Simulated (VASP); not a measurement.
# Sb (C2/m) in VASP: single point with PBE

Aim: the single point of Sb with PBE.

Program: VASP 6.6.1. These are calculated values, not measurements. Logs are shortened: lines on timing, memory, paths and dates and some standing lists are left out, and cuts for length are marked.

### Step 1. The cell of the first run

It takes space group C2/m (No. 12, monoclinic). Conventional cell: a = 3.983 Å, b = 5.534 Å, c = 3.145 Å, α = 90.00°, β = 127.98°, γ = 90.00°. Within 4.1 Å of Sb (site symmetry 2/m) lie 14 Sb at 3.14 to 3.98 Å.

### Step 2. Single point, PBE

File INCAR:

```
PREC = Accurate
ENCUT = 520
EDIFF = 1E-6
ISMEAR = 0
SIGMA = 0.1
LREAL = False
LASPH = True
NELM = 80
ALGO = Normal
ISIF = 2
LWAVE = False
LCHARG = False
GGA = PE
NBANDS = 8
```

File KPOINTS:

```
Automatic mesh
0
Gamma
  6 6 8
```

File POSCAR:

```
Sb
1.0
    1.9688880283     -2.7670690998     -0.3004587760
    1.9688880283      2.7670690998     -0.3004587760
   -1.5390896516      0.0000000000      2.7423620234
Sb
1
Direct
    0.5000000000      0.5000000000      0.5000000000
```

Potentials or basis: VASP PAW PBE potentials, release 64 (Sb).

Launch:

```console
cat potpaw_PBE.64/Sb/POTCAR > POTCAR
mpirun -np 1 vasp_std > vasp.out
```

OUTCAR:

```text
PREC = Accurate
   ENCUT = 520
   EDIFF = 1E-6
   ISMEAR = 0
   LREAL = False
   LASPH = True
   NELM = 80
   ISIF = 2
   GGA = PE

 ion  position               nearest neighbor table
   1  0.500  0.500  0.500-

  LATTYP: Found a base centered monoclinic cell.
 ALAT       =     3.9833631740
 B/A-ratio  =     1.3893129895
 C/A-ratio  =     0.7894668367
 COS(beta)  =    -0.6153717021

  Lattice vectors:

 A1 = (   1.9688880283,  -2.7670690998,  -0.3004587760)
 A2 = (   1.9688880283,   2.7670690998,  -0.3004587760)
 A3 = (  -1.5390896516,   0.0000000000,   2.7423620234)

Analysis of symmetry for initial positions (statically):
=====================================================================
 Subroutine PRICEL returns:
 Original cell was already a primitive cell.

 Routine SETGRP: Setting up the symmetry group for a
 base centered monoclinic supercell.

 Subroutine GETGRP returns: Found  4 space group operations
 (whereof  4 operations were pure point group operations)
 out of a pool of  4 trial point group operations.

The static configuration has the point symmetry C_2h.

Analysis of symmetry for dynamics (positions and initial velocities):
=====================================================================
 Subroutine PRICEL returns:
 Original cell was already a primitive cell.

 Routine SETGRP: Setting up the symmetry group for a
 base centered monoclinic supercell.

 Subroutine GETGRP returns: Found  4 space group operations
 (whereof  4 operations were pure point group operations)
 out of a pool of  4 trial point group operations.

The dynamic configuration has the point symmetry C_2h.

 Subroutine INISYM returns: Found  4 space group operations
 (whereof  4 operations are pure point group operations),
 and found     1 'primitive' translations

----------------------------------------------------------------------------------------

                                     Primitive cell

  volume of cell :      27.3219

  direct lattice vectors                    reciprocal lattice vectors
     1.968888028 -2.767069100 -0.300458776     0.277737316 -0.180696608  0.155873888
     1.968888028  2.767069100 -0.300458776     0.277737316  0.180696608  0.155873888
    -1.539089652  0.000000000  2.742362023     0.060858934  0.000000000  0.398804879
[... 75 lines left out ...]
   ICHARG =      2    charge: 1-file 2-atom 10-const
   ISPIN  =      1    spin polarized calculation?
   LNONCOLLINEAR =      F non collinear calculations
   LSORBIT =      F    spin-orbit coupling
   LASPH  =      T    aspherical Exc in radial PAW
   ENCUT  =  520.0 eV  38.22 Ry    6.18 a.u.   6.34  6.34  5.85*2*pi/ulx,y,z
   NELM   =     80;   NELMIN=  2; NELMDL= -5     # of ELM steps
   EDIFF  = 0.1E-05   stopping-criterion for ELM
   LREAL  =      F    real-space projection
   EDIFFG = 0.1E-04   stopping-criterion for IOM
   NSW    =      0    number of steps for IOM
   IBRION =     -1    ionic relax: 0-MD 1-quasi-New 2-CG
   NFREE  =      0    steps in history (QN), initial steepest desc. (CG)
   ISIF   =      2    stress and relaxation
   ISYM   =      2    0-nonsym 1-usesym 2-fastsym
   POTIM  = 0.5000    time-step for ionic-motion
   TEBEG  =    0.0;   TEEND  =   0.0 temperature during run
   PSTRESS=    0.0 pullay stress
   NELECT =       5.0000    total number of electrons
   NUPDOWN=      -1.0000    fix difference up-down
   EMIN   =  10.00;   EMAX   =-10.00  energy-range for DOS
   EFERMI =   0.00;   METHOD = LEGACY
   ISMEAR =     0;   SIGMA  =   0.10  broadening in eV -4-tet -1-fermi 0-gaus
   EFERMI_NEDOS =   21; number of points for ismear=-14 and -15
   IALGO  =     38    algorithm
   IMIX   =      4    mixing-type and parameters
     AMIX     =   0.40;   BMIX     =  1.00
     AMIX_MAG =   1.60;   BMIX_MAG =  1.00
  volume/ion in A,a.u.               =      27.32       184.38
  Fermi-wavevector in a.u.,A,eV,Ry     =   0.929454  1.756414 11.753870  0.863885
  Thomas-Fermi vector in A             =   2.055739
   LORBIT       =      0    0 simple, 1 ext, 2 COOP (PROOUT), +10 PAW based schemes
   GGA     = PE    functional components
   LHFCALC =     F    Hartree Fock is set to
   AEXX    =    0.0000 exact exchange contribution
   IVDW    =     0    specifies the selected vdW correction
   LEPSILON=     F    determine dielectric tensor
   LRPA    =     F    only Hartree local field effects (RPA)
 non-spin polarized calculation
 Gauss-broadening in eV      SIGMA  =   0.10
  energy-cutoff  :      520.00
  volume of cell :       27.32
 maximum number of plane-waves:       750
 NGX is ok and might be reduce to    28
   NGX = 13   NGY = 13   NGZ = 11

 number of electron       5.0000000 magnetization

 Free energy of the ion-electron system (eV)
  ---------------------------------------------------
  ext. energy  EPLUGINS =         0.00000000
  ---------------------------------------------------
  free energy    TOTEN  =        -3.92463755 eV

  energy without entropy =       -3.92222329  energy(sigma->0) =       -3.92343042

 E-fermi :   8.3447     XC(G=0): -10.1600

 val. band max:        8.2759919398   @ k =  -0.3333  -0.3333   0.3750
 cond. band min:       8.3648360138   @ k =   0.5000   0.5000   0.2500
 fundamental gap:      0.0888440740
 Fermi energy:         8.3446566036

 k-point     1 :       0.0000    0.0000    0.0000
  band No.  band energies     occupation
      1      -4.4978      2.00000
      2      12.8705      0.00000
      3      13.4276      0.00000
      4      14.2122      0.00000
      5      17.9464      0.00000
      6      18.4046      0.00000
      7      18.8802      0.00000
      8      19.4824      0.00000
[... 243 lines left out ...]
 k-point    24 :      -0.1667    0.1667    0.1250
  band No.  band energies     occupation
      1      -3.5941      2.00000
      2       9.6259      0.00000
      3      10.9983      0.00000
      4      11.9685      0.00000
      5      16.7418      0.00000
      6      18.1656      0.00000
      7      18.9203      0.00000
      8      19.2219      0.00000

 [... further k-points ...]
[... 5 lines left out ...]
  --------------------------------------------------------------------------------------
  -------------------------------------------------------------------------------------
  Total       -0.0085972     -0.0045933     -0.0351937      0.0000000      0.0000000      0.0103955
  in kB       -0.5041485     -0.2693554     -2.0637884      0.0000000      0.0000000      0.6096003
  external PRESSURE =      -0.9457641 kB  Pullay stress =       0.0000000 kB

 VOLUME and BASIS-vectors are now :
 -----------------------------------------------------------------------------
  energy-cutoff  :      520.00
  volume of cell :       27.32
      direct lattice vectors                 reciprocal lattice vectors
     1.968888028 -2.767069100 -0.300458776     0.277737316 -0.180696608  0.155873888
     1.968888028  2.767069100 -0.300458776     0.277737316  0.180696608  0.155873888
    -1.539089652  0.000000000  2.742362023     0.060858934  0.000000000  0.398804879

 POSITION                                       TOTAL-FORCE (eV/Angst)
 -----------------------------------------------------------------------------------
      1.19934      0.00000      1.07072         0.000000     -0.000000      0.000000
 -----------------------------------------------------------------------------------
    total drift:                                0.000000      0.000000      0.000000

  FREE ENERGIE OF THE ION-ELECTRON SYSTEM (eV)
  ---------------------------------------------------
  free  energy   TOTEN  =        -3.9246375523 eV

  energy  without entropy=       -3.9222232906  energy(sigma->0) =       -3.92343042
```

OSZICAR:

```text
N       E                     dE             d eps       ncg     rms          rms(c)
DAV:   1     0.828463410663E+01    0.82846E+01   -0.17521E+03  1424   0.439E+02
DAV:   2    -0.375944985280E+01   -0.12044E+02   -0.11635E+02  1984   0.549E+01
DAV:   3    -0.392719115254E+01   -0.16774E+00   -0.16771E+00  1768   0.843E+00
DAV:   4    -0.392779064648E+01   -0.59949E-03   -0.59949E-03  2128   0.582E-01
DAV:   5    -0.392779255304E+01   -0.19066E-05   -0.19068E-05  1864   0.214E-02    0.173E+00
DAV:   6    -0.392562863431E+01    0.21639E-02   -0.21247E-03  1664   0.241E-01    0.992E-01
DAV:   7    -0.392461136607E+01    0.10173E-02   -0.45354E-03  1760   0.351E-01    0.646E-02
DAV:   8    -0.392463706646E+01   -0.25700E-04   -0.79413E-05  2000   0.663E-02    0.588E-03
DAV:   9    -0.392463755228E+01   -0.48582E-06   -0.11684E-06  1952   0.755E-03
   1 F= -.39246376E+01 E0= -.39234304E+01  d E =-.241426E-02
```

It took 7.2 s on 1 thread of Intel Xeon Platinum 8559C (Emerald Rapids), shared host; peak memory 0.15 GiB.

Results:

* Free energy: -3.9246 eV
* Pressure: -0.1 GPa

Stress tensor (GPa, compression positive):
```
-0.05  0.00  0.06
 0.00 -0.03  0.00
 0.06  0.00 -0.21
```

Levels at points of the mesh, in eV from the Fermi level:
```tsv
k point	band 1	band 2	band 3	band 4	band 5	band 6
(0.00, 0.00, 0.00)	-12.84	4.53	5.08	5.87	9.60	10.06
(0.50, 0.00, 0.00)	-9.13	-5.66	1.50	4.61	5.86	8.27
(0.50, 0.50, 0.00)	-9.40	-5.63	1.89	3.32	6.20	6.78
(0.00, 0.00, 0.50)	-7.80	-5.24	0.29	2.55	4.95	5.90
(0.50, 0.00, 0.50)	-8.85	-5.65	1.50	4.28	5.96	7.87
(0.50, 0.50, 0.50)	-5.79	-2.89	-2.10	-1.00	2.78	3.31
```

Caveat: the k points lie up to 0.38 Å⁻¹ apart; spin-orbit coupling is left out, which moves the levels of the heavy elements.
